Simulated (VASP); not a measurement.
Input of a VASP 6.6.1 run:

File INCAR:

```
SYSTEM = NaPS
PREC = Accurate
ENCUT = 520
EDIFF = 1E-7
ISMEAR = 0
SIGMA = 0.1
LREAL = .False.
LASPH = .True.
NELM = 60
ALGO = Normal
ISIF = 2
LWAVE = .False.
LCHARG = .False.
GGA = PE
NBANDS = 27
```

KPOINTS

```
regular mesh
0
Gamma
  4 4 4
  0 0 0
```

The input POSCAR:

```
NaPS
1.0
    4.7471111200      0.0000000000      0.0000000000
    0.0000000000      4.7471111200      0.0000000000
    0.0000000000      0.0000000000      6.7134289300
Na P S
2 2 2
Direct
    0.0000000000      0.5000000000      0.0000000000
    0.5000000000      0.0000000000      0.5000000000
    0.0000000000      0.0000000000      0.7500000000
    0.0000000000      0.0000000000      0.2500000000
    0.5000000000      0.5000000000      0.2500000000
    0.5000000000      0.5000000000      0.7500000000
```

Potentials or basis: VASP PAW PBE potentials, release 64 (Na_pv, P, S).

Run with:

```bash
$ cat potpaw_PBE.64/Na_pv/POTCAR potpaw_PBE.64/P/POTCAR potpaw_PBE.64/S/POTCAR > POTCAR
$ mpirun -np 1 vasp_std > vasp.out
```

Question: Predict the band gap on the k mesh.

Answer: Zero (band 18 reaches 2.49 eV, above the bottom of band 19 at 0.80 eV).

Question: Estimate the pressure.

Answer: -5.6 GPa.

Stress tensor (GPa, compression positive):
```
-7.11  0.00  0.00
 0.00 -7.11  0.00
 0.00  0.00 -2.55
```
